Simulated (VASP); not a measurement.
# Mg (P6/mmm) in VASP: notebook, part 2 of 3

VASP 6.6.1. The steps go on from the part before.

## (3) Single point, BLYP (21.07 Å³/atom)

This run uses another cell than the first one, of 21.07 Å³/atom.

Contents of INCAR:

```
SYSTEM = Mg
PREC = Accurate
ENCUT = 520
EDIFF = 1E-6
ISMEAR = -1
SIGMA = 0.1
LREAL = .False.
LASPH = .True.
NELM = 100
ALGO = Normal
ISIF = 2
LWAVE = .False.
LCHARG = .True.
GGA = B5
ALDAX = 1.0
AGGAX = 1.0
AGGAC = 1.0
ALDAC = 0.0
LELF = .True.
LVHAR = .True.
NBANDS = 10
```

Contents of KPOINTS:

```
Automatic mesh
0
Gamma
  8 8 11
  0 0 0
```

Contents of POSCAR:

```
Mg
1.0
    4.9284200999      0.0000000000      0.0000000000
   -2.4642100500      4.2681370070      0.0000000000
    0.0000000000      0.0000000000      3.0054238067
Mg
3
Direct
    1.0000000000      1.0000000000      0.0000000000
    0.3333333333      0.6666666667      0.5000000000
    0.6666666667      0.3333333333      0.5000000000
```

Potentials or basis: VASP PAW PBE potentials, release 64 (Mg).

On the command line:

```sh
$ cat potpaw_PBE.64/Mg/POTCAR > POTCAR
$ mpirun -np 1 vasp_std > vasp.out
```

OUTCAR:

```text
SYSTEM = Mg
   PREC = Accurate
   ENCUT = 520
   EDIFF = 1E-6
   ISMEAR = -1
   LREAL = .False.
   LASPH = .True.
   NELM = 100
   ISIF = 2
   GGA = B5

 ion  position               nearest neighbor table
   1  0.000  0.000  0.000-   2 3.22   3 3.22   2 3.22   3 3.22   2 3.22   2 3.22   3 3.22   3 3.22
                             3 3.22   3 3.22   2 3.22   2 3.22
   2  0.333  0.667  0.500-   3 2.85   3 2.85   3 2.85   1 3.22   1 3.22   1 3.22   1 3.22   1 3.22
                             1 3.22
   3  0.667  0.333  0.500-   2 2.85   2 2.85   2 2.85   1 3.22   1 3.22   1 3.22   1 3.22   1 3.22
                             1 3.22

  LATTYP: Found a hexagonal cell.
 ALAT       =     4.9284200999
 C/A-ratio  =     0.6098148587

  Lattice vectors:

 A1 = (   4.9284200999,   0.0000000000,   0.0000000000)
 A2 = (  -2.4642100500,   4.2681370070,   0.0000000000)
 A3 = (   0.0000000000,   0.0000000000,   3.0054238067)

Analysis of symmetry for initial positions (statically):
=====================================================================
 Subroutine PRICEL returns:
 Original cell was already a primitive cell.

 Routine SETGRP: Setting up the symmetry group for a
 hexagonal supercell.

 Subroutine GETGRP returns: Found 24 space group operations
 (whereof 24 operations were pure point group operations)
 out of a pool of 24 trial point group operations.

The static configuration has the point symmetry D_6h.

Analysis of symmetry for dynamics (positions and initial velocities):
=====================================================================
 Subroutine PRICEL returns:
 Original cell was already a primitive cell.

 Routine SETGRP: Setting up the symmetry group for a
 hexagonal supercell.

 Subroutine GETGRP returns: Found 24 space group operations
 (whereof 24 operations were pure point group operations)
 out of a pool of 24 trial point group operations.

The dynamic configuration has the point symmetry D_6h.

 Subroutine INISYM returns: Found 24 space group operations
 (whereof 24 operations are pure point group operations),
 and found     1 'primitive' translations

----------------------------------------------------------------------------------------

                                     Primitive cell

  volume of cell :      63.2196

  direct lattice vectors                    reciprocal lattice vectors
     4.928420100  0.000000000  0.000000000     0.202904781  0.117147130  0.000000000
    -2.464210050  4.268137007  0.000000000     0.000000000  0.234294260  0.000000000
     0.000000000  0.000000000  3.005423807     0.000000000  0.000000000  0.332731776

  length of vectors
     4.928420100  4.928420100  3.005423807     0.234294260  0.234294260  0.332731776

  position of ions in fractional coordinates (direct lattice)
     0.000000000  0.000000000  0.000000000
     0.333333333  0.666666667  0.500000000
     0.666666667  0.333333333  0.500000000

  ion indices of the primitive-cell ions
   primitive index   ion index
                 1           1
                 2           2
                 3           3

----------------------------------------------------------------------------------------

[... 31 lines left out ...]
  0.125000  0.125000  0.000000      6.000000
[... 16 lines left out ...]
  0.250000  0.000000  0.181818     12.000000
  0.375000  0.000000  0.181818     12.000000
 [... further k-points ...]
   k-points           NKPTS =     60   k-points in BZ     NKDIM =     60   number of bands    NBANDS=     10
   number of dos      NEDOS =    301   number of ions     NIONS =      3
   total plane-waves  NPLWV =  38400
   dimension x,y,z NGX =    40 NGY =   40 NGZ =   24
   dimension x,y,z NGXF=    80 NGYF=   80 NGZF=   48
   ions per type =               3
   NGX,Y,Z   is equivalent  to a cutoff of  13.49, 13.49, 13.28 a.u.
   NGXF,Y,Z  is equivalent  to a cutoff of  26.99, 26.99, 26.55 a.u.
 SYSTEM =  Mg
   PREC   = accura    normal or accurate (medium, high low for compatibility)
   ISTART =      0    job   : 0-new  1-cont  2-samecut
   ICHARG =      2    charge: 1-file 2-atom 10-const
   ISPIN  =      1    spin polarized calculation?
   LNONCOLLINEAR =      F non collinear calculations
   LSORBIT =      F    spin-orbit coupling
   LASPH  =      T    aspherical Exc in radial PAW
   ENCUT  =  520.0 eV  38.22 Ry    6.18 a.u.   9.16  9.16  5.59*2*pi/ulx,y,z
   NELM   =    100;   NELMIN=  2; NELMDL= -5     # of ELM steps
   EDIFF  = 0.1E-05   stopping-criterion for ELM
   LREAL  =      F    real-space projection
   EDIFFG = 0.1E-04   stopping-criterion for IOM
   NSW    =      0    number of steps for IOM
   IBRION =     -1    ionic relax: 0-MD 1-quasi-New 2-CG
   NFREE  =      0    steps in history (QN), initial steepest desc. (CG)
   ISIF   =      2    stress and relaxation
   ISYM   =      2    0-nonsym 1-usesym 2-fastsym
   POTIM  = 0.5000    time-step for ionic-motion
   TEBEG  =    0.0;   TEEND  =   0.0 temperature during run
   PSTRESS=    0.0 pullay stress
   NELECT =       6.0000    total number of electrons
   NUPDOWN=      -1.0000    fix difference up-down
   EMIN   =  10.00;   EMAX   =-10.00  energy-range for DOS
   EFERMI =   0.00;   METHOD = LEGACY
   ISMEAR =    -1;   SIGMA  =   0.10  broadening in eV -4-tet -1-fermi 0-gaus
   EFERMI_NEDOS =   21; number of points for ismear=-14 and -15
   IALGO  =     38    algorithm
   IMIX   =      4    mixing-type and parameters
     AMIX     =   0.40;   BMIX     =  1.00
     AMIX_MAG =   1.60;   BMIX_MAG =  1.00
  volume/ion in A,a.u.               =      21.07       142.21
  Fermi-wavevector in a.u.,A,eV,Ry     =   0.746749  1.411151  7.587072  0.557634
  Thomas-Fermi vector in A             =   1.842643
   LORBIT       =      0    0 simple, 1 ext, 2 COOP (PROOUT), +10 PAW based schemes
   GGA     = B5    functional components
   LHFCALC =     F    Hartree Fock is set to
   AEXX    =    0.0000 exact exchange contribution
   IVDW    =     0    specifies the selected vdW correction
   LEPSILON=     F    determine dielectric tensor
   LRPA    =     F    only Hartree local field effects (RPA)
 non-spin polarized calculation
  energy-cutoff  :      520.00
  volume of cell :       63.22
 maximum number of plane-waves:      1718
 NGX is ok and might be reduce to    40
   NGX = 19   NGY = 19   NGZ = 11

 number of electron       6.0000000 magnetization

 Free energy of the ion-electron system (eV)
  ---------------------------------------------------
  ext. energy  EPLUGINS =         0.00000000
  ---------------------------------------------------
  free energy    TOTEN  =        -1.98802803 eV

  energy without entropy =       -1.94992345  energy(sigma->0) =       -1.96897574

 E-fermi :   3.5803     XC(G=0):  -8.3257

 val. band max:        3.5536610550   @ k =   0.2500   0.0000   0.2727
 cond. band min:       3.5944324447   @ k =   0.3750   0.1250   0.4545
 fundamental gap:      0.0407713897
 Fermi energy:         3.5803338453

 k-point     1 :       0.0000    0.0000    0.0000
  band No.  band energies     occupation
      1      -3.7565      2.00000
      2       3.8088      0.18487
      3       3.8088      0.18487
      4       3.8626      0.11222
      5       3.8626      0.11222
      6       5.0760      0.00000
      7       5.1580      0.00000
      8      11.9058      0.00000
      9      12.3364      0.00000
     10      17.4822      0.00000
[... 287 lines left out ...]
 k-point    24 :       0.3750    0.0000    0.1818
  band No.  band energies     occupation
      1      -2.0544      2.00000
      2      -0.0452      2.00000
      3       2.5835      1.99991
      4       3.2556      1.92515
      5       7.8319      0.00000
      6       8.2089      0.00000
      7       9.1695      0.00000
      8       9.9687      0.00000
      9      11.7026      0.00000
     10      11.8802      0.00000

 [... further k-points ...]

------------------------ aborting loop because EDIFF is reached ----------------------------------------

  FORCE on cell =-STRESS in cart. coord.  units (eV):
  Direction    XX          YY          ZZ          XY          YZ          ZX
  --------------------------------------------------------------------------------------
  -------------------------------------------------------------------------------------
  Total        1.8908554      1.8908554      1.8593423     -0.0000000      0.0000000      0.0000000
  in kB       47.9200333     47.9200333     47.1213953     -0.0000000      0.0000000      0.0000000
  external PRESSURE =      47.6538206 kB  Pullay stress =       0.0000000 kB

 VOLUME and BASIS-vectors are now :
 -----------------------------------------------------------------------------
  energy-cutoff  :      520.00
  volume of cell :       63.22
      direct lattice vectors                 reciprocal lattice vectors
     4.928420100  0.000000000  0.000000000     0.202904781  0.117147130  0.000000000
    -2.464210050  4.268137007  0.000000000     0.000000000  0.234294260  0.000000000
     0.000000000  0.000000000  3.005423807     0.000000000  0.000000000  0.332731776

 POSITION                                       TOTAL-FORCE (eV/Angst)
 -----------------------------------------------------------------------------------
      0.00000      0.00000      0.00000         0.000000     -0.000000      0.000000
     -0.00000      2.84542      1.50271         0.000000      0.000000      0.000000
      2.46421      1.42271      1.50271        -0.000000      0.000000      0.000000
 -----------------------------------------------------------------------------------
    total drift:                                0.000000     -0.000000     -0.000000

  FREE ENERGIE OF THE ION-ELECTRON SYSTEM (eV)
  ---------------------------------------------------
  free  energy   TOTEN  =        -1.9880280294 eV

  energy  without entropy=       -1.9499234464  energy(sigma->0) =       -1.96897574
```

OSZICAR:

```text
N       E                     dE             d eps       ncg     rms          rms(c)
DAV:   1     0.452578435334E+01    0.45258E+01   -0.20159E+03  1200   0.426E+02
DAV:   2    -0.182928327575E+01   -0.63551E+01   -0.61508E+01  1528   0.455E+01
DAV:   3    -0.196987449184E+01   -0.14059E+00   -0.13978E+00  1582   0.553E+00
DAV:   4    -0.197040475546E+01   -0.53026E-03   -0.53016E-03  1436   0.349E-01
DAV:   5    -0.197040904629E+01   -0.42908E-05   -0.42911E-05  1444   0.327E-02    0.943E-01
DAV:   6    -0.197829806434E+01   -0.78890E-02   -0.51166E-03  1368   0.482E-01    0.621E-01
DAV:   7    -0.198801715743E+01   -0.97191E-02   -0.23301E-02  1268   0.105E+00    0.472E-02
DAV:   8    -0.198801796013E+01   -0.80270E-06   -0.17167E-04  1432   0.931E-02    0.132E-02
DAV:   9    -0.198802627684E+01   -0.83167E-05   -0.23704E-05  1382   0.383E-02    0.280E-03
DAV:  10    -0.198802792661E+01   -0.16498E-05   -0.30623E-06  1398   0.127E-02    0.839E-04
DAV:  11    -0.198802802944E+01   -0.10282E-06   -0.80962E-08   762   0.167E-03
   1 F= -.19880280E+01 E0= -.19689757E+01  d E =-.381046E-01
```

stdout:

```text
POSCAR found type information on POSCAR Mg
 POSCAR found :  1 types and       3 ions
 scaLAPACK will be used
 -----------------------------------------------------------------------------
|                                                                             |
|                                                                             |
|     You enforced a specific xc type in the INCAR file but a different       |
|     I HOPE YOU KNOW WHAT YOU ARE DOING!                                     |
|                                                                             |
 -----------------------------------------------------------------------------

 LDA part: xc-table for (Slater(with rela. corr.)+VWN5), standard interpolation
 POSCAR, INCAR and KPOINTS ok, starting setup
 FFT: planning ... GRIDC
 FFT: planning ... GRID_SOFT
 FFT: planning ... GRID
 WAVECAR not read
 entering main loop
```

Run time: 38 s. Hardware: 1 thread of Intel Xeon Platinum 8259CL at 2.50GHz (Skylake/Cascade Lake), shared host; peak memory 0.19 GiB.

Results:

| Item | Value |
| --- | --- |
| Free energy | -1.9880 eV |
| Pressure | 4.8 GPa |
| Band gap on the k mesh | zero (bands 3 and 4 overlap by 4.27 eV) |

Levels at points of the mesh, in eV from the Fermi level:
| k point | band 1 | band 2 | band 3 | band 4 | band 5 | band 6 | band 7 |
| --- | --- | --- | --- | --- | --- | --- | --- |
| (0.00, 0.00, 0.00) | -7.34 | 0.23 | 0.23 | 0.28 | 0.28 | 1.50 | 1.58 |
| (0.50, 0.00, 0.00) | -5.29 | -5.28 | -1.61 | -0.98 | 5.83 | 5.97 | 6.67 |

Caveat: the cell stands under pressure; the PAW data sets were made with another functional, which shifts forces and pressure a little.

(Part 2 of 3 ends here.)
